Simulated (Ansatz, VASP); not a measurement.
# One calculation of BN, two programs

```
B N
1.0
     2.55394    0.01915    0.00000
    -1.26038    2.20220    0.00000
     0.00000    0.00000    4.22685
B N
2 2
Direct
  0.66667 0.33333 0.99972
  0.33333 0.66667 0.49972
  0.66667 0.33333 0.62528
  0.33333 0.66667 0.12528
```

Change from the starting cell: strain +0.0150 x Voigt [0, 0, 0, 0, 0, 1], atoms carried along.

Alike in both runs: task single point; functional r2SCAN; k mesh 12 × 12 × 6; occupations gaussian, width 0.05 eV; no spin polarisation.

```csv
,VASP,Ansatz
version,VASP 6.6.1,Ansatz 0.2.0
potentials or method,"VASP PAW PBE potentials, release 64 (B, N), cutoff 520 eV","scalar-relativistic, plane waves, PAW"
valence electrons in the cell,16,16
```

Ansatz gave:

| Item | Value |
| --- | --- |
| gap on the k mesh at the Fermi level (eV) | 5.71 |
| least direct gap on the mesh (eV) | 8.86 |
| pressure (GPa) | -4.7 |
| traceless stress, the component that is largest in VASP (GPa) | -6.29 |
| rms of the force components (eV/Å) | 0.027 |

Problem. Estimate VASP's values.

Solution. gap on the k mesh at the Fermi level (eV): 5.68; least direct gap on the mesh (eV): 8.82; pressure (GPa): -3.6; traceless stress, the component that is largest in VASP (GPa): -6.32; rms of the force components (eV/Å): 0.027.

VASP's potentials were made for PBE, not for r2SCAN. Atom by atom the forces differ by 0.002 eV/Å (rms over components).
